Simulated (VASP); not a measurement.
InGa3N4, 8 atoms in the cell. The structure is tetragonal, space group P-4m2 (No. 115). Conventional cell: a = 3.294 Å, b = 3.294 Å, c = 9.398 Å, α = 90.00°, β = 90.00°, γ = 90.00°. In (site symmetry -4m2) has 4 N at 2.15 Å within 2.8 Å. Ga (site symmetry 2mm) has 4 N at 1.98 to 1.99 Å within 2.6 Å. Ga (site symmetry -4m2) has 4 N at 1.98 Å within 2.6 Å. N (site symmetry 2mm) has 2 Ga at 1.98 Å and 2 In at 2.15 Å within 2.6 Å. Within 2.6 Å of N (site symmetry 2mm) lie 4 Ga at 1.98 to 1.99 Å. 

| Quantity | Value |
| --- | --- |
| Program | VASP 6.6.1 |
| Task | single point |
| Functional | PBE |
| Potentials or basis | VASP PAW PBE potentials, release 64 (In_d, Ga_d, N) |
| Cutoff | 600 eV |
| k mesh | 8 × 8 × 4 |
| Occupations | gaussian, width 0.01 eV |
| Spin | no spin polarisation |
| Dipole correction | no |
| Further INCAR settings | ALGO = Normal; EDIFF = 1e-06; NBANDS = 46 |

Potentials or basis: VASP PAW PBE potentials, release 64 (In_d, Ga_d, N).

The run is started by

```console
$ cat potpaw_PBE.64/In_d/POTCAR potpaw_PBE.64/Ga_d/POTCAR potpaw_PBE.64/N/POTCAR > POTCAR
$ mpirun -np 1 vasp_std > vasp.out
```

Hardware: 1 thread of Intel(R) Xeon(R) Platinum 8488C (Sapphire Rapids), on a shared host.

How long does it take, and how much memory?

Wall time 3.1 min on 1 thread of Intel(R) Xeon(R) Platinum 8488C (Sapphire Rapids), with other jobs on the host, peak memory 0.38 GiB. Counts: scf iterations 15, k points 45.
